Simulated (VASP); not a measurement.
Here is a VASP 6.6.1 calculation.

The input INCAR:

```
SYSTEM = La2O3
ALGO = Normal ; EDIFF = 1E-6
ENCUT = 520 ; GGA = PS
ISIF = 2 ; ISMEAR = -1
LASPH = .True. ; LCHARG = .False.
LREAL = .False. ; LWAVE = .False.
NBANDS = 28 ; NELM = 100
PREC = Accurate ; SIGMA = 0.1
```

KPOINTS

```
k-points
0
Gamma
  6 6 4
  0 0 0
```

File POSCAR:

```
La2O3
1.0
    3.9307780000      0.0000000000      0.0000000000
   -1.9653890000      3.4041530000      0.0000000000
    0.0000000000      0.0000000000      6.1119540000
La O
2 3
Direct
    0.6666666667      0.3333333333      0.7537640000
    0.3333333333      0.6666666667      0.2462360000
    0.6666666667      0.3333333333      0.3541090000
    0.3333333333      0.6666666667      0.6458910000
    0.0000000000      0.0000000000      0.0000000000
```

Potentials or basis: VASP PAW PBE potentials, release 64 (La, O).

Run with:

```bash
$ cat potpaw_PBE.64/La/POTCAR potpaw_PBE.64/O/POTCAR > POTCAR
$ mpirun -np 1 vasp_std > vasp.out
```

(1) Predict the band gap on the k mesh.

(2) What does it give for the largest force?

(3) What does it give for the pressure?

Results:

(1) 3.78 eV, indirect (least direct gap 3.88 eV).

(2) 0.101 eV/Å.

(3) -3.2 GPa.

Caveat: the PAW data sets were made with another functional, which shifts forces and pressure a little; spin-orbit coupling is left out, which moves the levels of the heavy elements.
